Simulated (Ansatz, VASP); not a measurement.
## One calculation of SnTe, two programs

```
Sn Te
1.0
     0.00000    3.12057    3.12057
     3.12057    0.00000    3.12057
     3.12057    3.12057    0.00000
Sn Te
1 1
Direct
  0.00000 0.00000 0.00000
  0.50000 0.50000 0.50000
```

Alike in both runs: task single point; functional r2SCAN; k mesh 10 × 10 × 10; occupations gaussian, width 0.01 eV; no spin polarisation.

```csv
,VASP,Ansatz
version,VASP 6.6.1,Ansatz 0.2.0
potentials or method,"VASP PAW PBE potentials, release 64 (Sn_d, Te), cutoff 520 eV","scalar-relativistic, plane waves, PAW"
valence electrons in the cell,20,30
```

|  | VASP | Ansatz | Ansatz less VASP |
| --- | --- | --- | --- |
| gap on the k mesh at the Fermi level (eV) | 0.06 | 0.06 | -0.002 |
| least direct gap on the mesh (eV) | 0.06 | 0.06 | -0.002 |
| pressure (GPa) | 3.1 | 3.1 | -0.01 |

VASP's potentials were made for PBE, not for r2SCAN. The functional is the same, so the differences come from potentials, cutoffs and numerics. VASP's potentials hold 20 valence electrons a cell and Ansatz's 30, so a difference there can come from the potentials and not from the codes.

Spin-orbit coupling is off throughout.
